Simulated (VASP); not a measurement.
# Sn (I4_1/amd) in VASP: a series of runs

Runs on Sn. Level: PBEsol. Tasks: single point.

All numbers are computed with VASP 6.6.1; they aren't measurements. Logs are shortened: lines on timing, memory, paths and dates and some standing lists are left out, and cuts for length are marked.

**1. The cell of the first run**

The structure is tetragonal, space group I4_1/amd (No. 141). Conventional cell: a = 4.996 Å, b = 4.996 Å, c = 6.018 Å, α = 90.00°, β = 90.00°, γ = 90.00°. Sn (site symmetry -4m2) has 4 Sn at 2.92 Å within 3.8 Å.

**2. Single point, PBEsol (strain +0.080 along x and y, -0.080 along z)**

INCAR reads:

```
PREC = Accurate
ENCUT = 520
EDIFF = 1E-6
ISMEAR = 0
SIGMA = 0.15
LREAL = F
LASPH = T
NELM = 60
ALGO = Fast
ISIF = 2
LWAVE = F
LCHARG = F
GGA = PS
NBANDS = 21
```

KPOINTS reads:

```
regular mesh
0
Gamma
  16 16 16
```

POSCAR reads:

```
Sn
1.0
    0.0000000000      3.5324416222      3.0091169374
    3.5324416222      0.0000000000      3.0091169374
    3.5324416222      3.5324416222      0.0000000000
Sn
2
Direct
    0.5000000000      0.5000000000      0.5000000000
    0.7500000000      0.7500000000      0.7500000000
```

Potentials or basis: VASP PAW PBE potentials, release 64 (Sn_d).

Run with:

```
cat potpaw_PBE.64/Sn_d/POTCAR > POTCAR
mpirun -np 1 vasp_std > vasp.out
```

OUTCAR:

```text
PREC = Accurate
   ENCUT = 520
   EDIFF = 1E-6
   ISMEAR = 0
   LREAL = F
   LASPH = T
   NELM = 60
   ISIF = 2
   GGA = PS

 ion  position               nearest neighbor table
   1  0.500  0.500  0.500-   2 2.92   2 2.92   2 2.92   2 2.92
   2  0.750  0.750  0.750-   1 2.92   1 2.92   1 2.92   1 2.92

  LATTYP: Found a body centered tetragonal cell.
 ALAT       =     4.9956268504
 C/A-ratio  =     1.2047004420

  Lattice vectors:

 A1 = (   0.0000000000,  -3.5324416222,  -3.0091169374)
 A2 = (   0.0000000000,   3.5324416222,  -3.0091169374)
 A3 = (   3.5324416222,   0.0000000000,   3.0091169374)

Analysis of symmetry for initial positions (statically):
=====================================================================
 Subroutine PRICEL returns:
 Original cell was already a primitive cell.

 Routine SETGRP: Setting up the symmetry group for a
 body centered tetragonal supercell.

 Subroutine GETGRP returns: Found 16 space group operations
 (whereof  8 operations were pure point group operations)
 out of a pool of 16 trial point group operations.

The static configuration has the point symmetry D_2d.
 The point group associated with its full space group is D_4h.

Analysis of symmetry for dynamics (positions and initial velocities):
=====================================================================
 Subroutine PRICEL returns:
 Original cell was already a primitive cell.

 Routine SETGRP: Setting up the symmetry group for a
 body centered tetragonal supercell.

 Subroutine GETGRP returns: Found 16 space group operations
 (whereof  8 operations were pure point group operations)
 out of a pool of 16 trial point group operations.

The dynamic configuration has the point symmetry D_2d.
 The point group associated with its full space group is D_4h.

 Subroutine INISYM returns: Found 16 space group operations
 (whereof  8 operations are pure point group operations),
 and found     1 'primitive' translations

----------------------------------------------------------------------------------------

                                     Primitive cell

  volume of cell :      75.0964

  direct lattice vectors                    reciprocal lattice vectors
     0.000000000  3.532441622  3.009116937    -0.141545156  0.141545156  0.166161705
     3.532441622  0.000000000  3.009116937     0.141545156 -0.141545156  0.166161705
     3.532441622  3.532441622  0.000000000     0.141545156  0.141545156 -0.166161705

  length of vectors
     4.640358667  4.640358667  4.995626850     0.260153367  0.260153367  0.260153367

  position of ions in fractional coordinates (direct lattice)
     0.500000000  0.500000000  0.500000000
     0.750000000  0.750000000  0.750000000

  ion indices of the primitive-cell ions
   primitive index   ion index
                 1           1
                 2           2

----------------------------------------------------------------------------------------

 KPOINTS: regular mesh

Automatic generation of k-mesh.
 Grid dimensions read from file:
 generate k-points for:   16   16   16

 Generating k-lattice:

  Cartesian coordinates                     Fractional coordinates (reciprocal lattice)
    -0.008846572  0.008846572  0.010385107     0.062500000 -0.000000000  0.000000000
     0.008846572 -0.008846572  0.010385107    -0.000000000  0.062500000  0.000000000
     0.008846572  0.008846572 -0.010385107     0.000000000  0.000000000  0.062500000

  Length of vectors
     0.016259585  0.016259585  0.016259585

  Shift w.r.t. Gamma in fractional coordinates (k-lattice)
     0.000000000  0.000000000  0.000000000

 Subroutine IBZKPT returns following result:
 ===========================================

 Found    349 irreducible k-points:

 Following reciprocal coordinates:
            Coordinates               Weight
  0.000000  0.000000  0.000000      1.000000
  0.062500  0.000000  0.000000      8.000000
  0.125000  0.000000  0.000000      8.000000
  0.187500  0.000000  0.000000      8.000000
  0.250000  0.000000  0.000000      8.000000
  0.312500  0.000000  0.000000      8.000000
[... 16 lines left out ...]
 -0.125000  0.062500  0.000000      8.000000
 -0.062500  0.062500  0.000000      4.000000
 [... further k-points ...]
   k-points           NKPTS =    349   k-points in BZ     NKDIM =    349   number of bands    NBANDS=     21
   number of dos      NEDOS =    301   number of ions     NIONS =      2
   total plane-waves  NPLWV =  51840
   dimension x,y,z NGX =    36 NGY =   36 NGZ =   40
   dimension x,y,z NGXF=    72 NGYF=   72 NGZF=   80
   ions per type =               2
   NGX,Y,Z   is equivalent  to a cutoff of  12.90, 12.90, 13.31 a.u.
   NGXF,Y,Z  is equivalent  to a cutoff of  25.79, 25.79, 26.62 a.u.
 SYSTEM =  unknown system
   PREC   = accura    normal or accurate (medium, high low for compatibility)
   ISTART =      0    job   : 0-new  1-cont  2-samecut
   ICHARG =      2    charge: 1-file 2-atom 10-const
   ISPIN  =      1    spin polarized calculation?
   LNONCOLLINEAR =      F non collinear calculations
   LSORBIT =      F    spin-orbit coupling
   LASPH  =      T    aspherical Exc in radial PAW
   ENCUT  =  520.0 eV  38.22 Ry    6.18 a.u.   8.63  8.63  9.29*2*pi/ulx,y,z
   NELM   =     60;   NELMIN=  2; NELMDL= -5     # of ELM steps
   EDIFF  = 0.1E-05   stopping-criterion for ELM
   LREAL  =      F    real-space projection
   EDIFFG = 0.1E-04   stopping-criterion for IOM
   NSW    =      0    number of steps for IOM
   IBRION =     -1    ionic relax: 0-MD 1-quasi-New 2-CG
   NFREE  =      0    steps in history (QN), initial steepest desc. (CG)
   ISIF   =      2    stress and relaxation
   ISYM   =      2    0-nonsym 1-usesym 2-fastsym
   POTIM  = 0.5000    time-step for ionic-motion
   TEBEG  =    0.0;   TEEND  =   0.0 temperature during run
   PSTRESS=    0.0 pullay stress
   NELECT =      28.0000    total number of electrons
   NUPDOWN=      -1.0000    fix difference up-down
   EMIN   =  10.00;   EMAX   =-10.00  energy-range for DOS
   EFERMI =   0.00;   METHOD = LEGACY
   ISMEAR =     0;   SIGMA  =   0.15  broadening in eV -4-tet -1-fermi 0-gaus
   EFERMI_NEDOS =   21; number of points for ismear=-14 and -15
   IALGO  =     68    algorithm
   IMIX   =      4    mixing-type and parameters
     AMIX     =   0.40;   BMIX     =  1.00
     AMIX_MAG =   1.60;   BMIX_MAG =  1.00
  volume/ion in A,a.u.               =      37.55       253.39
  Fermi-wavevector in a.u.,A,eV,Ry     =   1.178296  2.226657 18.890084  1.388382
  Thomas-Fermi vector in A             =   2.314628
   LORBIT       =      0    0 simple, 1 ext, 2 COOP (PROOUT), +10 PAW based schemes
   GGA     = PS    functional components
   LHFCALC =     F    Hartree Fock is set to
   AEXX    =    0.0000 exact exchange contribution
   IVDW    =     0    specifies the selected vdW correction
   LEPSILON=     F    determine dielectric tensor
   LRPA    =     F    only Hartree local field effects (RPA)
 non-spin polarized calculation
 RMM-DIIS sequential band-by-band and
 Gauss-broadening in eV      SIGMA  =   0.15
  energy-cutoff  :      520.00
  volume of cell :       75.10
 maximum number of plane-waves:      2051
   NGX = 17   NGY = 17   NGZ = 19

 number of electron      28.0000002 magnetization

 Free energy of the ion-electron system (eV)
  ---------------------------------------------------
  ext. energy  EPLUGINS =         0.00000000
  ---------------------------------------------------
  free energy    TOTEN  =        -8.32551879 eV

  energy without entropy =       -8.32165156  energy(sigma->0) =       -8.32358517

 E-fermi :   4.5397     XC(G=0):  -8.6877

 val. band max:        4.5189635704   @ k =  -0.0625   0.0000   0.0625
 cond. band min:       4.5451312341   @ k =   0.1250   0.0000   0.0000
 fundamental gap:      0.0261676637
 Fermi energy:         4.5396546886

 k-point     1 :       0.0000    0.0000    0.0000
  band No.  band energies     occupation
      1     -16.9191      2.00000
      2     -16.8736      2.00000
      3     -16.8736      2.00000
      4     -16.8472      2.00000
      5     -16.8362      2.00000
      6     -16.6491      2.00000
[... 13 lines left out ...]
     20      11.1765      0.00000
     21      11.9756      0.00000

 k-point     2 :       0.0625    0.0000    0.0000
  band No.  band energies     occupation
      1     -16.9194      2.00000
      2     -16.8763      2.00000
      3     -16.8763      2.00000
      4     -16.8430      2.00000
      5     -16.8321      2.00000
      6     -16.6584      2.00000
[... 13 lines left out ...]
     20      11.0057      0.00000
     21      11.6697      0.00000

 k-point     3 :       0.1250    0.0000    0.0000
  band No.  band energies     occupation
      1     -16.9206      2.00000
      2     -16.8813      2.00000
      3     -16.8812      2.00000
      4     -16.8340      2.00000
      5     -16.8231      2.00000
      6     -16.6700      2.00000
[... 13 lines left out ...]
     20      10.8253      0.00000
     21      11.3953      0.00000

 k-point     4 :       0.1875    0.0000    0.0000
  band No.  band energies     occupation
      1     -16.9232      2.00000
      2     -16.8858      2.00000
      3     -16.8846      2.00000
      4     -16.8237      2.00000
      5     -16.8130      2.00000
      6     -16.6809      2.00000
[... 13 lines left out ...]
     20      10.8523      0.00000
     21      11.5422      0.00000

 k-point     5 :       0.2500    0.0000    0.0000
  band No.  band energies     occupation
      1     -16.9270      2.00000
      2     -16.8890      2.00000
      3     -16.8854      2.00000
      4     -16.8139      2.00000
      5     -16.8036      2.00000
      6     -16.6902      2.00000
[... 13 lines left out ...]
     20      11.1433      0.00000
     21      12.0169      0.00000

 k-point     6 :       0.3125    0.0000    0.0000
  band No.  band energies     occupation
      1     -16.9310      2.00000
      2     -16.8907      2.00000
      3     -16.8845      2.00000
      4     -16.8058      2.00000
      5     -16.7959      2.00000
      6     -16.6975      2.00000
[... 13 lines left out ...]
     20      11.6761      0.00000
     21      12.1737      0.00000

 k-point     7 :       0.3750    0.0000    0.0000
  band No.  band energies     occupation
      1     -16.9344      2.00000
      2     -16.8915      2.00000
      3     -16.8830      2.00000
      4     -16.8000      2.00000
      5     -16.7905      2.00000
      6     -16.7026      2.00000
[... 13 lines left out ...]
     20      12.3830      0.00000
     21      12.3892      0.00000
[... 291 lines left out ...]
      1     -16.9375      2.00000
      2     -16.8943      2.00000
      3     -16.8844      2.00000
      4     -16.7968      2.00000
      5     -16.7915      2.00000
      6     -16.7024      2.00000
[... 13 lines left out ...]
     20      11.3975      0.00000
     21      12.5561      0.00000

 k-point    21 :      -0.2500    0.0625    0.0000
  band No.  band energies     occupation
      1     -16.9342      2.00000
      2     -16.8933      2.00000
      3     -16.8869      2.00000
      4     -16.8041      2.00000
      5     -16.7975      2.00000
      6     -16.6971      2.00000
[... 13 lines left out ...]
     20      10.8497      0.00000
     21      12.1714      0.00000

 k-point    22 :      -0.1875    0.0625    0.0000
  band No.  band energies     occupation
      1     -16.9302      2.00000
      2     -16.8908      2.00000
      3     -16.8876      2.00000
      4     -16.8139      2.00000
      5     -16.8054      2.00000
      6     -16.6896      2.00000
[... 13 lines left out ...]
     20      10.5445      0.00000
     21      11.4674      0.00000

 k-point    23 :      -0.1250    0.0625    0.0000
  band No.  band energies     occupation
      1     -16.9261      2.00000
      2     -16.8868      2.00000
      3     -16.8857      2.00000
      4     -16.8248      2.00000
      5     -16.8148      2.00000
      6     -16.6803      2.00000
[... 13 lines left out ...]
     20      10.5051      0.00000
     21      10.9870      0.00000

 k-point    24 :      -0.0625    0.0625    0.0000
  band No.  band energies     occupation
      1     -16.9225      2.00000
      2     -16.8814      2.00000
      3     -16.8813      2.00000
      4     -16.8353      2.00000
      5     -16.8245      2.00000
      6     -16.6696      2.00000
[... 13 lines left out ...]
     20      10.6896      0.00000
     21      11.2015      0.00000

 [... further k-points ...]

------------------------ aborting loop because EDIFF is reached ----------------------------------------

  FORCE on cell =-STRESS in cart. coord.  units (eV):
  Direction    XX          YY          ZZ          XY          YZ          ZX
  --------------------------------------------------------------------------------------
  -------------------------------------------------------------------------------------
  Total       -1.8165007     -1.8165007     -0.2106297      0.0000000     -0.0000000     -0.0000000
  in kB      -38.7549426    -38.7549426     -4.4937726      0.0000000     -0.0000000     -0.0000000
  external PRESSURE =     -27.3345526 kB  Pullay stress =       0.0000000 kB

 VOLUME and BASIS-vectors are now :
 -----------------------------------------------------------------------------
  energy-cutoff  :      520.00
  volume of cell :       75.10
      direct lattice vectors                 reciprocal lattice vectors
     0.000000000  3.532441622  3.009116937    -0.141545156  0.141545156  0.166161705
     3.532441622  0.000000000  3.009116937     0.141545156 -0.141545156  0.166161705
     3.532441622  3.532441622  0.000000000     0.141545156  0.141545156 -0.166161705

 POSITION                                       TOTAL-FORCE (eV/Angst)
 -----------------------------------------------------------------------------------
      3.53244      3.53244      3.00912         0.000000      0.000000     -0.000000
      5.29866      5.29866      4.51368        -0.000000     -0.000000      0.000000
 -----------------------------------------------------------------------------------
    total drift:                                0.000000      0.000000      0.000000

  FREE ENERGIE OF THE ION-ELECTRON SYSTEM (eV)
  ---------------------------------------------------
  free  energy   TOTEN  =        -8.3255187864 eV

  energy  without entropy=       -8.3216515578  energy(sigma->0) =       -8.32358517
```

Wall time 12 min (1 thread of Oxide Virtual Turin-like, shared host); peak memory 0.51 GiB.

Results:

```yaml
Free_energy: -8.3255 eV
Pressure: -2.7 GPa
Band_gap_on_the_k_mesh: zero (bands 14 and 15 overlap by 0.68 eV)
```

Levels at points of the mesh, in eV from the Fermi level:
```tsv
k point	band 10	band 11	band 12	band 13	band 14	band 15	band 16	band 17	band 18	band 19
(0.00, 0.00, 0.00)	-21.10	-9.98	-1.46	-0.18	-0.18	0.65	1.81	2.45	2.45	4.84
(0.50, 0.00, 0.00)	-21.09	-8.53	-5.98	-1.40	-0.51	-0.43	2.88	3.62	5.80	7.34
(0.50, 0.50, 0.00)	-21.14	-6.90	-6.90	-2.63	-2.63	0.35	0.35	7.20	7.20	8.63
(0.50, 0.00, 0.50)	-21.08	-7.35	-7.35	-1.83	-1.83	1.17	1.17	6.37	6.37	7.68
```

Caveat: the cell differs from its parent crystal (strain +0.080 along x and y, -0.080 along z); the PAW data sets were made with another functional, which shifts forces and pressure a little; spin-orbit coupling is left out, which moves the levels of the heavy elements.

[end of part 1 of 2]

The gap in the log of VASP goes by the Fermi energy; the results here count the filled bands.